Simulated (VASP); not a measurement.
Here is a VASP 6.6.1 calculation.

The input INCAR:

```
SYSTEM = Ag
  ALGO = Normal
  EDIFF = 1E-8
  ENCUT = 520
  GGA = PS
  ISIF = 2
  ISMEAR = -1
  LASPH = .TRUE.
  LCHARG = .FALSE.
  LEFG = .TRUE.
  LREAL = .FALSE.
  LWAVE = .FALSE.
  NBANDS = 12
  NELM = 60
  PREC = Accurate
  SIGMA = 0.03
```

File KPOINTS:

```
k-points
0
G
  15 15 15
  0 0 0
```

The input POSCAR:

```
Ag
1.0
    0.0000000000      2.0431000000      2.0431000000
    2.0431000000      0.0000000000      2.0431000000
    2.0431000000      2.0431000000      0.0000000000
Ag
1
Direct
    0.0000000000      0.0000000000      0.0000000000
```

Potentials or basis: VASP PAW PBE potentials, release 64 (Ag).

Run with:

```console
$ cat potpaw_PBE.64/Ag/POTCAR > POTCAR
$ mpirun -np 1 vasp_std > vasp.out
```

(1) Estimate the pressure.

Results:

(1) -2.9 GPa.

Caveat: without QUAD_EFG the Cq values of the log hold for a quadrupole moment of 1 mb, not for the nuclei; the PAW data sets were made with another functional, which shifts forces and pressure a little.
